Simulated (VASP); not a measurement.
## Sn3Se: single point with PBEsol

Sn3Se:

```
Sn Se
1.0
     4.74188    0.00000    0.00000
     0.00000    4.74188    0.00000
     0.00000    0.00000    4.74188
Sn Se
3 1
Direct
  0.50000 0.50000 0.00000
  0.50000 0.00000 0.50000
  0.00000 0.50000 0.50000
  0.00000 0.00000 0.00000
```

| Item | Value |
| --- | --- |
| Program | VASP 6.6.1 |
| Task | single point |
| Functional | PBEsol |
| Potentials or basis | VASP PAW PBE potentials, release 64 (Sn_d, Se) |
| Cutoff | 520 eV |
| k mesh | 4 × 4 × 4 |
| Occupations | fermi-dirac, width 0.05 eV |
| Spin | no spin polarisation |
| Dipole correction | no |
| Further INCAR settings | ALGO = Normal; EDIFF = 1e-06; NBANDS = 32 |

```json
{
 "Pressure": "-2.7 GPa",
 "Band gap on the k mesh": "zero (bands 24 and 25 overlap by 2.42 eV)"
}
```

Levels at points of the mesh, in eV from the Fermi level:
| k point | band 21 | band 22 | band 23 | band 24 | band 25 | band 26 | band 27 | band 28 |
| --- | --- | --- | --- | --- | --- | --- | --- | --- |
| (0.00, 0.00, 0.00) | -4.28 | -4.28 | -0.01 | -0.01 | -0.01 | 2.29 | 2.29 | 2.29 |
| (0.50, 0.00, 0.00) | -3.20 | -1.83 | -1.77 | -1.77 | -0.14 | 1.89 | 2.16 | 2.21 |
| (0.50, 0.50, 0.00) | -2.35 | -1.99 | -1.99 | -0.64 | 0.09 | 0.09 | 0.11 | 3.17 |
| (0.50, 0.50, 0.50) | -5.21 | -5.21 | -4.70 | 2.02 | 2.02 | 2.02 | 5.88 | 5.88 |

Run time: 41 s on 1 thread of Intel Xeon 8259CL, on a shared host, peak memory 0.21 GiB.

Caveat: the PAW data sets were made with another functional, which shifts forces and pressure a little; spin-orbit coupling is left out, which moves the levels of the heavy elements.
